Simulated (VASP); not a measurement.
# HfMgO (P-6m2) in VASP: single point with PBE

Aim: the single point of HfMgO with PBE.

All numbers are computed with VASP 6.6.1; they aren't measurements. Logs are shortened: lines on timing, memory, paths and dates and some standing lists are left out, and cuts for length are marked.

## Step 1: The cell of the first run

It takes space group P-6m2 (No. 187, hexagonal). The conventional cell has a = 3.692 Å, b = 3.692 Å, c = 3.547 Å, α = 90.00°, β = 90.00°, γ = 120.00°. Mg (site symmetry -6m2) has 3 O at 2.13 Å and 6 Hf at 2.77 Å within 2.8 Å. Hf (site symmetry -6m2) has 6 Mg at 2.77 Å and 6 O at 2.77 Å and 8 Hf at 3.55 to 3.69 Å within 3.7 Å. Within 2.8 Å of O (site symmetry -6m2) lie 3 Mg at 2.13 Å and 6 Hf at 2.77 Å.

## Step 2: Single point, PBE

INCAR reads:

```
PREC = Accurate ; ENCUT = 520
EDIFF = 1E-7 ; ISMEAR = 0
SIGMA = 0.1 ; LREAL = F
LASPH = T ; NELM = 100
ALGO = Normal ; ISIF = 2
LWAVE = F ; LCHARG = F
GGA = PE ; NBANDS = 16
```

KPOINTS reads:

```
Automatic mesh
0
Gamma
  6 6 6
```

POSCAR reads:

```
HfMgO
1.0
    3.6920211700      0.0000000000      0.0000000000
   -1.8460105900      3.1973841300      0.0000000000
    0.0000000000      0.0000000000      3.5465889600
Mg Hf O
1 1 1
Direct
    0.6666666700      0.3333333300      0.5000000000
    0.0000000000      0.0000000000      0.0000000000
    0.3333333300      0.6666666700      0.5000000000
```

Potentials or basis: VASP PAW PBE potentials, release 64 (Mg, Hf_pv, O).

The run is started by

```sh
cat potpaw_PBE.64/Mg/POTCAR potpaw_PBE.64/Hf_pv/POTCAR potpaw_PBE.64/O/POTCAR > POTCAR
mpirun -np 1 vasp_std > vasp.out
```

OUTCAR:

```text
PREC = Accurate
   ENCUT = 520
   EDIFF = 1E-7
   ISMEAR = 0
   LREAL = F
   LASPH = T
   NELM = 100
   ISIF = 2
   GGA = PE

 ion  position               nearest neighbor table
   1  0.667  0.333  0.500-   3 2.13   3 2.13   3 2.13   2 2.77   2 2.77   2 2.77   2 2.77   2 2.77
                             2 2.77
   2  0.000  0.000  0.000-   1 2.77   3 2.77   1 2.77   3 2.77   1 2.77   1 2.77   3 2.77   3 2.77
                             1 2.77   1 2.77   3 2.77   3 2.77
   3  0.333  0.667  0.500-   1 2.13   1 2.13   1 2.13   2 2.77   2 2.77   2 2.77   2 2.77   2 2.77
                             2 2.77

  LATTYP: Found a hexagonal cell.
 ALAT       =     3.6920211700
 C/A-ratio  =     0.9606090531

  Lattice vectors:

 A1 = (   3.6920211700,   0.0000000000,   0.0000000000)
 A2 = (  -1.8460105900,   3.1973841300,   0.0000000000)
 A3 = (   0.0000000000,   0.0000000000,   3.5465889600)

Analysis of symmetry for initial positions (statically):
=====================================================================
 Subroutine PRICEL returns:
 Original cell was already a primitive cell.

 Routine SETGRP: Setting up the symmetry group for a
 hexagonal supercell.

 Subroutine GETGRP returns: Found 12 space group operations
 (whereof 12 operations were pure point group operations)
 out of a pool of 24 trial point group operations.

The static configuration has the point symmetry D_3h.

Analysis of symmetry for dynamics (positions and initial velocities):
=====================================================================
 Subroutine PRICEL returns:
 Original cell was already a primitive cell.

 Routine SETGRP: Setting up the symmetry group for a
 hexagonal supercell.

 Subroutine GETGRP returns: Found 12 space group operations
 (whereof 12 operations were pure point group operations)
 out of a pool of 24 trial point group operations.

The dynamic configuration has the point symmetry D_3h.

 Subroutine INISYM returns: Found 12 space group operations
 (whereof 12 operations are pure point group operations),
 and found     1 'primitive' translations

----------------------------------------------------------------------------------------

                                     Primitive cell

  volume of cell :      41.8668

  direct lattice vectors                    reciprocal lattice vectors
     3.692021170  0.000000000  0.000000000     0.270854352  0.156377833  0.000000000
    -1.846010590  3.197384130  0.000000000     0.000000000  0.312755665  0.000000000
     0.000000000  0.000000000  3.546588960     0.000000000  0.000000000  0.281961065

  length of vectors
     3.692021170  3.692021177  3.546588960     0.312755666  0.312755665  0.281961065

  position of ions in fractional coordinates (direct lattice)
     0.666666670  0.333333330  0.500000000
     0.000000000  0.000000000  0.000000000
     0.333333330  0.666666670  0.500000000

  ion indices of the primitive-cell ions
   primitive index   ion index
                 1           1
                 2           2
                 3           3

----------------------------------------------------------------------------------------

 KPOINTS: Automatic mesh

Automatic generation of k-mesh.
 Grid dimensions read from file:
 generate k-points for:    6    6    6

 Generating k-lattice:

  Cartesian coordinates                     Fractional coordinates (reciprocal lattice)
     0.045142392  0.026062972  0.000000000     0.166666667  0.000000000  0.000000000
     0.000000000  0.052125944  0.000000000     0.000000000  0.166666667  0.000000000
     0.000000000  0.000000000  0.046993511     0.000000000  0.000000000  0.166666667

  Length of vectors
     0.052125944  0.052125944  0.046993511

  Shift w.r.t. Gamma in fractional coordinates (k-lattice)
     0.000000000  0.000000000  0.000000000

 Subroutine IBZKPT returns following result:
 ===========================================

 Found     28 irreducible k-points:

 Following reciprocal coordinates:
            Coordinates               Weight
  0.000000  0.000000  0.000000      1.000000
  0.166667  0.000000  0.000000      6.000000
  0.333333 -0.000000  0.000000      6.000000
  0.500000  0.000000  0.000000      3.000000
  0.166667  0.166667  0.000000      6.000000
  0.333333  0.166667  0.000000     12.000000
[... 16 lines left out ...]
  0.166667  0.000000  0.500000      6.000000
  0.333333 -0.000000  0.500000      6.000000
 [... further k-points ...]
   k-points           NKPTS =     28   k-points in BZ     NKDIM =     28   number of bands    NBANDS=     16
   number of dos      NEDOS =    301   number of ions     NIONS =      3
   total plane-waves  NPLWV =  21952
   dimension x,y,z NGX =    28 NGY =   28 NGZ =   28
   dimension x,y,z NGXF=    56 NGYF=   56 NGZF=   56
   ions per type =               1   1   1
   NGX,Y,Z   is equivalent  to a cutoff of  12.61, 12.61, 13.12 a.u.
   NGXF,Y,Z  is equivalent  to a cutoff of  25.22, 25.22, 26.25 a.u.
 SYSTEM =  unknown system
   PREC   = accura    normal or accurate (medium, high low for compatibility)
   ISTART =      0    job   : 0-new  1-cont  2-samecut
   ICHARG =      2    charge: 1-file 2-atom 10-const
   ISPIN  =      1    spin polarized calculation?
   LNONCOLLINEAR =      F non collinear calculations
   LSORBIT =      F    spin-orbit coupling
   LASPH  =      T    aspherical Exc in radial PAW
   ENCUT  =  520.0 eV  38.22 Ry    6.18 a.u.   6.86  6.86  6.59*2*pi/ulx,y,z
   NELM   =    100;   NELMIN=  2; NELMDL= -5     # of ELM steps
   EDIFF  = 0.1E-06   stopping-criterion for ELM
   LREAL  =      F    real-space projection
   EDIFFG = 0.1E-05   stopping-criterion for IOM
   NSW    =      0    number of steps for IOM
   IBRION =     -1    ionic relax: 0-MD 1-quasi-New 2-CG
   NFREE  =      0    steps in history (QN), initial steepest desc. (CG)
   ISIF   =      2    stress and relaxation
   ISYM   =      2    0-nonsym 1-usesym 2-fastsym
   POTIM  = 0.5000    time-step for ionic-motion
   TEBEG  =    0.0;   TEEND  =   0.0 temperature during run
   PSTRESS=    0.0 pullay stress
   NELECT =      18.0000    total number of electrons
   NUPDOWN=      -1.0000    fix difference up-down
   EMIN   =  10.00;   EMAX   =-10.00  energy-range for DOS
   EFERMI =   0.00;   METHOD = LEGACY
   ISMEAR =     0;   SIGMA  =   0.10  broadening in eV -4-tet -1-fermi 0-gaus
   EFERMI_NEDOS =   21; number of points for ismear=-14 and -15
   IALGO  =     38    algorithm
   IMIX   =      4    mixing-type and parameters
     AMIX     =   0.40;   BMIX     =  1.00
     AMIX_MAG =   1.60;   BMIX_MAG =  1.00
  volume/ion in A,a.u.               =      13.96        94.18
  Fermi-wavevector in a.u.,A,eV,Ry     =   1.235594  2.334934 20.771906  1.526692
  Thomas-Fermi vector in A             =   2.370237
   LORBIT       =      0    0 simple, 1 ext, 2 COOP (PROOUT), +10 PAW based schemes
   GGA     = PE    functional components
   LHFCALC =     F    Hartree Fock is set to
   AEXX    =    0.0000 exact exchange contribution
   IVDW    =     0    specifies the selected vdW correction
   LEPSILON=     F    determine dielectric tensor
   LRPA    =     F    only Hartree local field effects (RPA)
 non-spin polarized calculation
 Gauss-broadening in eV      SIGMA  =   0.10
  energy-cutoff  :      520.00
  volume of cell :       41.87
 maximum number of plane-waves:      1148
 NGX is ok and might be reduce to    28
   NGX = 13   NGY = 13   NGZ = 13

 number of electron      18.0000002 magnetization

 Free energy of the ion-electron system (eV)
  ---------------------------------------------------
  ext. energy  EPLUGINS =         0.00000000
  ---------------------------------------------------
  free energy    TOTEN  =       -17.16860562 eV

  energy without entropy =      -17.16516191  energy(sigma->0) =      -17.16688377

 E-fermi :   6.1062     XC(G=0): -11.1913

 val. band max:        6.0454640579   @ k =   0.0000   0.0000   0.3333
 cond. band min:       6.1528040207   @ k =   0.0000   0.0000   0.5000
 fundamental gap:      0.1073399628
 Fermi energy:         6.1061811718

 k-point     1 :       0.0000    0.0000    0.0000
  band No.  band energies     occupation
      1     -25.6525      2.00000
      2     -25.6525      2.00000
      3     -25.5553      2.00000
      4     -13.7903      2.00000
      5       0.5469      2.00000
      6       0.5469      2.00000
[... 8 lines left out ...]
     15      13.6939      0.00000
     16      13.6939      0.00000

 k-point     2 :       0.1667    0.0000    0.0000
  band No.  band energies     occupation
      1     -25.6891      2.00000
      2     -25.6609      2.00000
      3     -25.5514      2.00000
      4     -13.7135      2.00000
      5      -0.5678      2.00000
      6       0.5631      2.00000
[... 8 lines left out ...]
     15      13.7397      0.00000
     16      13.9105      0.00000

 k-point     3 :       0.3333   -0.0000    0.0000
  band No.  band energies     occupation
      1     -25.7612      2.00000
      2     -25.6776      2.00000
      3     -25.5436      2.00000
      4     -13.5611      2.00000
      5      -1.3772      2.00000
      6       0.5856      2.00000
[... 8 lines left out ...]
     15      14.0692      0.00000
     16      14.5025      0.00000

 k-point     4 :       0.5000    0.0000    0.0000
  band No.  band energies     occupation
      1     -25.7966      2.00000
      2     -25.6859      2.00000
      3     -25.5397      2.00000
      4     -13.4852      2.00000
      5      -1.6466      2.00000
      6       0.5924      2.00000
[... 8 lines left out ...]
     15      13.7832      0.00000
     16      15.0912      0.00000
[... 324 lines left out ...]
 k-point    22 :       0.0000    0.0000    0.5000
  band No.  band energies     occupation
      1     -25.7197      2.00000
      2     -25.6397      2.00000
      3     -25.6397      2.00000
      4     -13.5071      2.00000
      5      -1.5248      2.00000
      6       0.7213      2.00000
[... 8 lines left out ...]
     15      16.2824      0.00000
     16      16.9873      0.00000

 k-point    23 :       0.1667    0.0000    0.5000
  band No.  band energies     occupation
      1     -25.7111      2.00000
      2     -25.6728      2.00000
      3     -25.6479      2.00000
      4     -13.4946      2.00000
      5      -1.1617      2.00000
      6       0.3501      2.00000
[... 8 lines left out ...]
     15      15.8201      0.00000
     16      16.0705      0.00000

 k-point    24 :       0.3333   -0.0000    0.5000
  band No.  band energies     occupation
      1     -25.7383      2.00000
      2     -25.6938      2.00000
      3     -25.6643      2.00000
      4     -13.4677      2.00000
      5      -0.4088      2.00000
      6      -0.3253      2.00000
[... 8 lines left out ...]
     15      12.4671      0.00000
     16      14.5357      0.00000

 [... further k-points ...]
[... 5 lines left out ...]
  --------------------------------------------------------------------------------------
  -------------------------------------------------------------------------------------
  Total        3.2011396      3.2011396      4.4973203     -0.0000000      0.0000000      0.0000000
  in kB      122.5026102    122.5026106    172.1054190     -0.0000002      0.0000000      0.0000000
  external PRESSURE =     139.0368799 kB  Pullay stress =       0.0000000 kB

 VOLUME and BASIS-vectors are now :
 -----------------------------------------------------------------------------
  energy-cutoff  :      520.00
  volume of cell :       41.87
      direct lattice vectors                 reciprocal lattice vectors
     3.692021170  0.000000000  0.000000000     0.270854352  0.156377833  0.000000000
    -1.846010590  3.197384130  0.000000000     0.000000000  0.312755665  0.000000000
     0.000000000  0.000000000  3.546588960     0.000000000  0.000000000  0.281961065

 POSITION                                       TOTAL-FORCE (eV/Angst)
 -----------------------------------------------------------------------------------
      1.84601      1.06579      1.77329        -0.000000      0.000000      0.000000
      0.00000      0.00000      0.00000        -0.000000      0.000000      0.000000
     -0.00000      2.13159      1.77329         0.000000     -0.000000      0.000000
 -----------------------------------------------------------------------------------
    total drift:                                0.000025     -0.000014      0.000000

  FREE ENERGIE OF THE ION-ELECTRON SYSTEM (eV)
  ---------------------------------------------------
  free  energy   TOTEN  =       -17.1686056239 eV

  energy  without entropy=      -17.1651619125  energy(sigma->0) =      -17.16688377
```

Run time: 15 s. Hardware: 1 thread of Intel Xeon Platinum 8488C (Sapphire Rapids), shared host; peak memory 0.17 GiB.

Results:

```
Free energy            : -17.1686 eV
Pressure               : 13.9 GPa
Band gap on the k mesh : zero (band 9 reaches 6.53 eV, above the bottom of band 10 at 6.02 eV)
```

Stress tensor (GPa, compression positive):
```
12.25  0.00  0.00
 0.00 12.25  0.00
 0.00  0.00 17.21
```

Levels at points of the mesh, in eV from the Fermi level:
| k point | band 7 | band 8 | band 9 | band 10 | band 11 | band 12 |
| --- | --- | --- | --- | --- | --- | --- |
| (0.00, 0.00, 0.00) | -5.21 | -4.79 | -2.01 | 0.68 | 0.68 | 2.09 |
| (0.50, 0.00, 0.00) | -5.11 | -2.54 | -0.41 | 0.91 | 1.40 | 1.49 |
| (0.00, 0.00, 0.50) | -5.38 | -0.98 | -0.08 | -0.08 | 0.05 | 0.69 |
| (0.50, 0.00, 0.50) | -5.92 | -2.45 | -0.53 | 1.81 | 2.82 | 3.18 |

Caveat: spin-orbit coupling is left out, which moves the levels of the heavy elements.
